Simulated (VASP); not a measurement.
# Te2Mo (P6_3/mmc) in VASP: single point with PBE+D3(BJ)

Aim: the single point of Te2Mo with PBE+D3(BJ).

All numbers are computed with VASP 6.6.1; they aren't measurements. Logs are shortened: lines on timing, memory, paths and dates and some standing lists are left out, and cuts for length are marked.

**1. The cell of the first run**

It takes space group P6_3/mmc (No. 194, hexagonal). The conventional cell has a = 3.706 Å, b = 3.706 Å, c = 13.701 Å, α = 90.00°, β = 90.00°, γ = 120.00°. Within 3.9 Å of Te (site symmetry 3m) lie 3 Mo at 2.81 Å and 10 Te at 3.64 to 3.86 Å. Mo (site symmetry -6m2) has 6 Te at 2.81 Å and 6 Mo at 3.71 Å within 3.8 Å.

**2. Single point, PBE+D3(BJ) (strain +0.0600 x Voigt [1, 1, 0, 0, 0, 0])**

File INCAR:

```
SYSTEM = Te2Mo
PREC = Accurate ; ENCUT = 520
EDIFF = 1E-6 ; ISMEAR = 0
SIGMA = 0.05 ; LREAL = .FALSE.
LASPH = .TRUE. ; NELM = 60
ALGO = Normal ; ISIF = 2
LWAVE = .FALSE. ; LCHARG = .FALSE.
GGA = PE ; IVDW = 12
NBANDS = 35
```

File KPOINTS:

```
regular mesh
0
G
  12 12 2
  0 0 0
```

File POSCAR:

```
Te2Mo
1.0
    3.7061852186      0.0000000000      0.0000000000
   -1.8530926093      3.2096505505      0.0000000000
    0.0000000000      0.0000000000     13.7008448353
Te Mo
4 2
Direct
    0.3333333333      0.6666666667      0.6173401526
    0.6666666667      0.3333333333      0.1173401526
    0.3333333333      0.6666666667      0.8826598474
    0.6666666667      0.3333333333      0.3826598474
    0.3333333333      0.6666666667      0.2500000000
    0.6666666667      0.3333333333      0.7500000000
```

Potentials or basis: VASP PAW PBE potentials, release 64 (Te, Mo_sv).

Run with:

```sh
$ cat potpaw_PBE.64/Te/POTCAR potpaw_PBE.64/Mo_sv/POTCAR > POTCAR
$ mpirun -np 1 vasp_std > vasp.out
```

OUTCAR:

```text
SYSTEM = Te2Mo
   PREC = Accurate
   ENCUT = 520
   EDIFF = 1E-6
   ISMEAR = 0
   LREAL = .FALSE.
   LASPH = .TRUE.
   NELM = 60
   ISIF = 2
   GGA = PE
   IVDW = 12
 IVDW          = 12

 ion  position               nearest neighbor table
   1  0.333  0.667  0.617-   6 2.81   6 2.81   6 2.81   3 3.64
   2  0.667  0.333  0.117-   5 2.81   5 2.81   5 2.81   4 3.64
   3  0.333  0.667  0.883-   6 2.81   6 2.81   6 2.81   1 3.64
   4  0.667  0.333  0.383-   5 2.81   5 2.81   5 2.81   2 3.64
   5  0.333  0.667  0.250-   2 2.81   4 2.81   2 2.81   4 2.81   2 2.81   4 2.81
   6  0.667  0.333  0.750-   1 2.81   3 2.81   1 2.81   3 2.81   1 2.81   3 2.81

  LATTYP: Found a hexagonal cell.
 ALAT       =     3.7061852186
 C/A-ratio  =     3.6967512488

  Lattice vectors:

 A1 = (   3.7061852186,   0.0000000000,   0.0000000000)
 A2 = (  -1.8530926093,   3.2096505505,   0.0000000000)
 A3 = (   0.0000000000,   0.0000000000,  13.7008448353)

Analysis of symmetry for initial positions (statically):
=====================================================================
 Subroutine PRICEL returns:
 Original cell was already a primitive cell.

 Routine SETGRP: Setting up the symmetry group for a
 hexagonal supercell.

 Subroutine GETGRP returns: Found 24 space group operations
 (whereof 12 operations were pure point group operations)
 out of a pool of 24 trial point group operations.

The static configuration has the point symmetry D_3d.
 The point group associated with its full space group is D_6h.

Analysis of symmetry for dynamics (positions and initial velocities):
=====================================================================
 Subroutine PRICEL returns:
 Original cell was already a primitive cell.

 Routine SETGRP: Setting up the symmetry group for a
 hexagonal supercell.

 Subroutine GETGRP returns: Found 24 space group operations
 (whereof 12 operations were pure point group operations)
 out of a pool of 24 trial point group operations.

The dynamic configuration has the point symmetry D_3d.
 The point group associated with its full space group is D_6h.

 Subroutine INISYM returns: Found 24 space group operations
 (whereof 12 operations are pure point group operations),
 and found     1 'primitive' translations

----------------------------------------------------------------------------------------

                                     Primitive cell

  volume of cell :     162.9792

  direct lattice vectors                    reciprocal lattice vectors
     3.706185219  0.000000000  0.000000000     0.269819219  0.155780199  0.000000000
    -1.853092609  3.209650551  0.000000000     0.000000000  0.311560397  0.000000000
     0.000000000  0.000000000 13.700844835     0.000000000  0.000000000  0.072988200

  length of vectors
     3.706185219  3.706185219 13.700844835     0.311560397  0.311560397  0.072988200

  position of ions in fractional coordinates (direct lattice)
     0.333333333  0.666666667  0.617340153
     0.666666667  0.333333333  0.117340153
     0.333333333  0.666666667  0.882659847
     0.666666667  0.333333333  0.382659847
     0.333333333  0.666666667  0.250000000
     0.666666667  0.333333333  0.750000000

  ion indices of the primitive-cell ions
   primitive index   ion index
                 1           1
                 2           2
                 3           3
                 4           4
                 5           5
                 6           6

----------------------------------------------------------------------------------------

 KPOINTS: regular mesh

Automatic generation of k-mesh.
 Grid dimensions read from file:
 generate k-points for:   12   12    2

 Generating k-lattice:

  Cartesian coordinates                     Fractional coordinates (reciprocal lattice)
     0.022484935  0.012981683  0.000000000     0.083333333  0.000000000  0.000000000
     0.000000000  0.025963366  0.000000000     0.000000000  0.083333333  0.000000000
     0.000000000  0.000000000  0.036494100     0.000000000  0.000000000  0.500000000

  Length of vectors
     0.025963366  0.025963366  0.036494100

  Shift w.r.t. Gamma in fractional coordinates (k-lattice)
     0.000000000  0.000000000  0.000000000

 Subroutine IBZKPT returns following result:
 ===========================================

 Found     38 irreducible k-points:

 Following reciprocal coordinates:
            Coordinates               Weight
  0.000000  0.000000  0.000000      1.000000
  0.083333  0.000000  0.000000      6.000000
  0.166667  0.000000  0.000000      6.000000
  0.250000  0.000000  0.000000      6.000000
  0.333333  0.000000  0.000000      6.000000
  0.416667  0.000000  0.000000      6.000000
[... 16 lines left out ...]
  0.250000  0.000000  0.500000      6.000000
  0.333333  0.000000  0.500000      6.000000
 [... further k-points ...]
   k-points           NKPTS =     38   k-points in BZ     NKDIM =     38   number of bands    NBANDS=     35
   number of dos      NEDOS =    301   number of ions     NIONS =      6
   total plane-waves  NPLWV =  84672
   dimension x,y,z NGX =    28 NGY =   28 NGZ =  108
   dimension x,y,z NGXF=    56 NGYF=   56 NGZF=  216
   ions per type =               4   2
   NGX,Y,Z   is equivalent  to a cutoff of  12.56, 12.56, 13.10 a.u.
   NGXF,Y,Z  is equivalent  to a cutoff of  25.12, 25.12, 26.21 a.u.
 SYSTEM =  Te2Mo
   PREC   = accura    normal or accurate (medium, high low for compatibility)
   ISTART =      0    job   : 0-new  1-cont  2-samecut
   ICHARG =      2    charge: 1-file 2-atom 10-const
   ISPIN  =      1    spin polarized calculation?
   LNONCOLLINEAR =      F non collinear calculations
   LSORBIT =      F    spin-orbit coupling
   LASPH  =      T    aspherical Exc in radial PAW
   ENCUT  =  520.0 eV  38.22 Ry    6.18 a.u.   6.89  6.89 25.47*2*pi/ulx,y,z
   NELM   =     60;   NELMIN=  2; NELMDL= -5     # of ELM steps
   EDIFF  = 0.1E-05   stopping-criterion for ELM
   LREAL  =      F    real-space projection
[... 7 lines left out ...]
   TEBEG  =    0.0;   TEEND  =   0.0 temperature during run
   PSTRESS=    0.0 pullay stress
   NELECT =      52.0000    total number of electrons
   NUPDOWN=      -1.0000    fix difference up-down
   EMIN   =  10.00;   EMAX   =-10.00  energy-range for DOS
   EFERMI =   0.00;   METHOD = LEGACY
   ISMEAR =     0;   SIGMA  =   0.05  broadening in eV -4-tet -1-fermi 0-gaus
   EFERMI_NEDOS =   21; number of points for ismear=-14 and -15
   IALGO  =     38    algorithm
   IMIX   =      4    mixing-type and parameters
     AMIX     =   0.40;   BMIX     =  1.00
     AMIX_MAG =   1.60;   BMIX_MAG =  1.00
  volume/ion in A,a.u.               =      27.16       183.31
  Fermi-wavevector in a.u.,A,eV,Ry     =   1.118661  2.113963 17.026367  1.251403
  Thomas-Fermi vector in A             =   2.255294
   LORBIT       =      0    0 simple, 1 ext, 2 COOP (PROOUT), +10 PAW based schemes
   GGA     = PE    functional components
   LHFCALC =     F    Hartree Fock is set to
   AEXX    =    0.0000 exact exchange contribution
   IVDW    =    12    specifies the selected vdW correction
   LEPSILON=     F    determine dielectric tensor
   LRPA    =     F    only Hartree local field effects (RPA)
 non-spin polarized calculation
 Gauss-broadening in eV      SIGMA  =   0.05
  energy-cutoff  :      520.00
  volume of cell :      162.98
 maximum number of plane-waves:      4420
 NGX is ok and might be reduce to    28
   NGX = 13   NGY = 13   NGZ = 51

 number of electron      52.0000000 magnetization

 Free energy of the ion-electron system (eV)
  ---------------------------------------------------
  ext. energy  EPLUGINS =         0.00000000
  ---------------------------------------------------
  free energy    TOTEN  =       -35.68077217 eV

  energy without entropy =      -35.68077217  energy(sigma->0) =      -35.68077217

 E-fermi :   7.5710     XC(G=0): -10.0863

 val. band max:        7.3733885588   @ k =   0.0000   0.0000   0.0000
 cond. band min:       7.7751019953   @ k =   0.3333   0.3333   0.0000
 fundamental gap:      0.4017134365
 Fermi energy:         7.5709907213

 k-point     1 :       0.0000    0.0000    0.0000
  band No.  band energies     occupation
      1     -53.8694      2.00000
      2     -53.8693      2.00000
      3     -27.9315      2.00000
      4     -27.9315      2.00000
      5     -27.9217      2.00000
      6     -27.9217      2.00000
[... 27 lines left out ...]
     34       9.8798      0.00000
     35      12.0066      0.00000

 k-point     2 :       0.0833    0.0000    0.0000
  band No.  band energies     occupation
      1     -53.8691      2.00000
      2     -53.8690      2.00000
      3     -27.9305      2.00000
      4     -27.9305      2.00000
      5     -27.9264      2.00000
      6     -27.9264      2.00000
[... 27 lines left out ...]
     34       9.7401      0.00000
     35      12.4803      0.00000

 k-point     3 :       0.1667    0.0000    0.0000
  band No.  band energies     occupation
      1     -53.8683      2.00000
      2     -53.8683      2.00000
      3     -27.9391      2.00000
      4     -27.9391      2.00000
      5     -27.9278      2.00000
      6     -27.9278      2.00000
[... 27 lines left out ...]
     34       9.9489      0.00000
     35      13.0600      0.00000
[... 723 lines left out ...]
 k-point    23 :       0.2500    0.0000    0.5000
  band No.  band energies     occupation
      1     -53.8672      2.00000
      2     -53.8672      2.00000
      3     -27.9565      2.00000
      4     -27.9565      2.00000
      5     -27.9300      2.00000
      6     -27.9300      2.00000
[... 27 lines left out ...]
     34       9.9764      0.00000
     35      12.7814      0.00000

 k-point    24 :       0.3333    0.0000    0.5000
  band No.  band energies     occupation
      1     -53.8661      2.00000
      2     -53.8661      2.00000
      3     -27.9737      2.00000
      4     -27.9737      2.00000
      5     -27.9341      2.00000
      6     -27.9341      2.00000
[... 27 lines left out ...]
     34      10.0852      0.00000
     35      11.9045      0.00000

 [... further k-points ...]

------------------------ aborting loop because EDIFF is reached ----------------------------------------

 Edisp (eV)   -2.95682

 E8    (eV) :    -1.3654

  FORCE on cell =-STRESS in cart. coord.  units (eV):
  Direction    XX          YY          ZZ          XY          YZ          ZX
  --------------------------------------------------------------------------------------
  -------------------------------------------------------------------------------------
  Total      -9.71664    -9.71664    -6.69323    -0.00000     0.00000     0.00000
  in kB     -95.52002   -95.52002   -65.79819    -0.00000     0.00000     0.00000
  external pressure =      -85.61 kB  Pullay stress =        0.00 kB

 VOLUME and BASIS-vectors are now :
 -----------------------------------------------------------------------------
  energy-cutoff  :      520.00
  volume of cell :      162.98
      direct lattice vectors                 reciprocal lattice vectors
     3.706185219  0.000000000  0.000000000     0.269819219  0.155780199  0.000000000
    -1.853092609  3.209650551  0.000000000     0.000000000  0.311560397  0.000000000
     0.000000000  0.000000000 13.700844835     0.000000000  0.000000000  0.072988200

 POSITION                                       TOTAL-FORCE (eV/Angst)
 -----------------------------------------------------------------------------------
     -0.00000      2.13977      8.45808         0.000000     -0.000000      0.849649
      1.85309      1.06988      1.60766        -0.000000      0.000000      0.849649
     -0.00000      2.13977     12.09319         0.000000     -0.000000     -0.849649
      1.85309      1.06988      5.24276        -0.000000      0.000000     -0.849649
     -0.00000      2.13977      3.42521         0.000000     -0.000000      0.000000
      1.85309      1.06988     10.27563        -0.000000      0.000000      0.000000
 -----------------------------------------------------------------------------------
    total drift:                                0.000000     -0.000000      0.000000

  FREE ENERGIE OF THE ION-ELECTRON SYSTEM (eV)
  ---------------------------------------------------
  free  energy   TOTEN  =       -38.6375874937 eV

  energy  without entropy=      -38.6375874936  energy(sigma->0) =      -38.63758749
```

Wall time 3.9 min (1 thread of AMD EPYC 7R43 (Zen 3), shared host); peak memory 0.34 GiB.

Results:

```yaml
Free_energy: -38.6376 eV
Pressure: -8.6 GPa
Largest_force: 0.850 eV/Å
Band_gap_on_the_k_mesh: 0.40 eV (least direct gap 0.76 eV)
Dispersion_energy_per_atom: -0.493 eV
```

Forces in eV/Å, atoms in the order of the input:
```
Te   0.000  0.000  0.850
Te   0.000  0.000  0.850
Te   0.000  0.000 -0.850
Te   0.000  0.000 -0.850
Mo   0.000  0.000  0.000
Mo   0.000  0.000  0.000
```

Caveat: the cell differs from its parent crystal (strain +0.0600 x Voigt [1, 1, 0, 0, 0, 0]); the cell stands under tension; spin-orbit coupling is left out, which moves the levels of the heavy elements. A k mesh can miss the band edges.
